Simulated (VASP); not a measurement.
The system is SbP (wurtzite type).

```
Sb P
1.0
     4.13556    0.00000    0.00000
    -2.06778    3.58150    0.00000
     0.00000    0.00000    6.74097
Sb P
2 2
Cartesian
  0.0000 2.3877 0.0000
  2.0678 1.1938 3.3705
  0.0000 2.3877 2.5346
  2.0678 1.1938 5.9051
```

| Quantity | Value |
| --- | --- |
| Program | VASP 6.6.1 |
| Task | relaxation of cell and atoms |
| Functional | PBE |
| Potentials or basis | VASP PAW PBE potentials, release 64 (Sb, P) |
| Cutoff | 600 eV |
| k mesh | 10 × 10 × 6 |
| Occupations | fermi-dirac, width 0.05 eV |
| Spin | no spin polarisation |

At the start: pressure 15.7 GPa; volume 24.96 Å³/atom.

Question: Where does the relaxation end?

Answer: Over 33 steps the energy falls by 387.8 meV/atom and the volume is 28.99 Å³/atom (+16.1 %); space group P6_3mc (No. 186, to 0.1 Å) before and after.

Step by step:
| step | energy change (eV) | largest force (eV/Å) | pressure (GPa) | volume (Å³) |
| --- | --- | --- | --- | --- |
| 1 | 0.0000 | 0.2924 | 15.65 | 99.84 |
| 2 | -0.9842 | 0.0126 | -3.48 | 139.38 |
| 3 | -1.1281 | 0.0012 | -0.01 | 126.78 |
| 4 | -1.1279 | 0.0001 | -0.21 | 127.37 |
| 5 | -1.1402 | 0.0869 | -0.19 | 127.33 |
| 6 | -1.1675 | 0.4087 | 0.02 | 127.10 |
| 7 | -1.0973 | 1.4404 | 1.18 | 126.12 |
| 8 | -1.1705 | 0.5008 | 0.08 | 127.02 |
| 9 | -1.1765 | 0.5177 | 0.06 | 127.03 |
| 10 | -1.1944 | 0.5749 | 0.01 | 127.07 |
| 11 | -1.2290 | 0.7140 | -0.08 | 127.07 |
| 12 | -1.2631 | 1.1073 | -0.02 | 126.76 |
| 13 | -1.2716 | 1.1009 | -0.10 | 126.78 |
| 14 | -1.2931 | 1.0820 | -0.33 | 126.82 |
| 15 | -1.3144 | 1.0400 | -0.73 | 126.83 |
| 16 | -1.3449 | 0.9193 | -0.90 | 126.62 |
| 17 | -1.4169 | 0.5886 | -1.35 | 125.99 |
| 18 | -1.4846 | 0.0613 | -1.96 | 124.74 |
| 19 | -1.4881 | 0.0461 | -2.05 | 124.42 |
| 20 | -1.5105 | 0.0241 | -1.50 | 122.40 |
| 21 | -1.5354 | 0.0298 | -0.16 | 118.12 |
| 22 | -1.5363 | 0.0436 | 0.18 | 117.13 |
| 23 | -1.5411 | 0.0823 | 0.21 | 116.93 |
| 24 | -1.5447 | 0.1523 | 0.29 | 116.58 |
| 25 | -1.5474 | 0.1034 | 0.02 | 116.96 |
| 26 | -1.5485 | 0.0402 | -0.33 | 117.48 |
| 27 | -1.5498 | 0.0175 | -0.26 | 117.02 |
| 28 | -1.5508 | 0.0218 | -0.10 | 116.17 |
| 29 | -1.5510 | 0.0106 | 0.06 | 115.79 |
| 30 | -1.5511 | 0.0027 | 0.02 | 115.88 |
| 31 | -1.5511 | 0.0019 | 0.02 | 115.89 |
| 32 | -1.5511 | 0.0011 | 0.02 | 115.90 |
| 33 | -1.5511 | 0.0010 | -0.01 | 115.95 |

Final structure:
```
Sb P
1.0
     4.77819    0.00000    0.00000
    -2.38910    4.13803    0.00000
     0.00000    0.00000    5.86431
Sb P
2 2
Direct
  0.33333 0.66667 0.96681
  0.66667 0.33333 0.46681
  0.33333 0.66667 0.40919
  0.66667 0.33333 0.90919
```

Caveat: the volume moved by over 15 % at a fixed basis, so the end points are rough.
